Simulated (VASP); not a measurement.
Input of a VASP 6.6.1 run:

POSCAR

```
Li2Se
1.0
    0.0000000000      2.9631704990      2.9631704990
    2.9631704990      0.0000000000      2.9631704990
    2.9631704990      2.9631704990      0.0000000000
Li Se
2 1
Direct
    0.2500000000      0.2500000000      0.2500000000
    0.7500000000      0.7500000000      0.7500000000
    0.0000000000      0.0000000000      0.0000000000
```

File INCAR.step1:

```
PREC = Accurate
ENCUT = 830
ISMEAR = 0
SIGMA = 0.02
LREAL = F
LASPH = T
NELM = 120
NBANDS = 13
GGA = PE
ALGO = Normal
EDIFF = 1E-5
LWAVE = T
LCHARG = F
GGA_COMPAT = F
```

Contents of INCAR.step2:

```
PREC = Accurate
ENCUT = 830
EDIFF = 1E-6
ISMEAR = 0
SIGMA = 0.02
LREAL = F
LASPH = T
NELM = 120
ALGO = Normal
ISIF = 2
LWAVE = F
LCHARG = F
METAGGA = R2SCAN
LMIXTAU = T
NBANDS = 13
ISTART = 1
GGA_COMPAT = F
```

File KPOINTS:

```
Automatic mesh
0
Gamma
  8 8 8
```

Potentials or basis: VASP PAW PBE potentials, release 64 (Li_sv, Se).

Launch:

```bash
$ cat potpaw_PBE.64/Li_sv/POTCAR potpaw_PBE.64/Se/POTCAR > POTCAR
$ cp INCAR.step1 INCAR
$ mpirun -np 1 vasp_std > vasp.out
$ cp INCAR.step2 INCAR
$ mpirun -np 1 vasp_std > vasp.out
```

What does it give for the pressure?

1.0 GPa.

Predict the band gap on the k mesh.

3.43 eV (least direct gap 4.32 eV).

Caveat: the PAW data sets were made with another functional, which shifts forces and pressure a little. r2SCAN opens gaps a little over a GGA but as a rule still falls short of measured ones.
